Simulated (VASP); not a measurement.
Pt, 2 atoms in the cell. It takes space group P6_3/mmc (No. 194, hexagonal). Conventional cell: a = 2.770 Å, b = 2.770 Å, c = 4.523 Å, α = 90.00°, β = 90.00°, γ = 120.00°. Pt (site symmetry -6m2) has 12 Pt at 2.77 Å within 3.7 Å. 

- Program: VASP 6.6.1
- Task: relaxation of cell and atoms
- Functional: PBEsol
- Potentials or basis: VASP PAW PBE potentials, release 64 (Pt)
- Cutoff: 600 eV
- k mesh: 9 × 9 × 5
- Occupations: methfessel-paxton, width 0.05 eV
- Spin: no spin polarisation
- Target pressure: 60 GPa
- Dipole correction: no
- Further INCAR settings: ALGO = Normal; EDIFF = 1e-06; IBRION = 2; EDIFFG = -0.01; NSW = 80; ISIF = 3

Potentials or basis: VASP PAW PBE potentials, release 64 (Pt).

Run with:

```bash
$ cat potpaw_PBE.64/Pt/POTCAR > POTCAR
$ mpirun -np 1 vasp_std > vasp.out
```

Hardware: 1 thread of Intel Xeon 8259CL (shared host).

Problem. How long does it take, and how much memory?

Solution. Wall time 3.1 min on 1 thread of Intel Xeon 8259CL (shared host), peak memory 0.18 GiB. Counts: scf iterations 85, k points 36, ion steps 12.
